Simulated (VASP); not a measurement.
Runs of VASP 6.6.1 on Si5S. The structure is that of space group P6/mmm (No. 191), or close to it. The cells are those of the table. 

```tsv
task	cell	k mesh	cutoff (eV)	gap on the mesh (eV)	pressure (GPa)	relaxed volume (Å³/atom)
single point	a = 4.902, b = 4.902, c = 4.692 Å, angles 90.0, 90.0, 120.0°, 6 atoms	6 × 6 × 4	520	none	0.0	-
relaxation of cell and atoms	relaxed from a = 4.902, b = 4.902, c = 4.692 Å, angles 90.0, 90.0, 120.0°, 6 atoms	12 × 12 × 8	600	none	0.0	16.30
single point	a = 5.423, b = 5.423, c = 4.214 Å, angles 90.0, 90.0, 120.0°, 6 atoms	6 × 6 × 4	520	none	(a)	-
relaxation of cell and atoms	relaxed from a = 5.423, b = 5.423, c = 4.214 Å, angles 90.0, 90.0, 120.0°, 6 atoms	6 × 6 × 4	600	none	0.1	16.56
single point	a = 4.874, b = 4.874, c = 4.755 Å, angles 90.0, 90.0, 120.0°, 6 atoms	12 × 12 × 8	520	none	0.0	-
```

Alike in all rows: level PBE; potentials or basis VASP PAW PBE potentials, release 64 (Si, S); no spin polarisation; smearing gaussian 0.1 eV.

Q: Fill in the values left out.

A: (a) -5.5.

Caveats: some runs use coarse meshes.

A gap of «none» marks levels without a gap at the run's occupations.
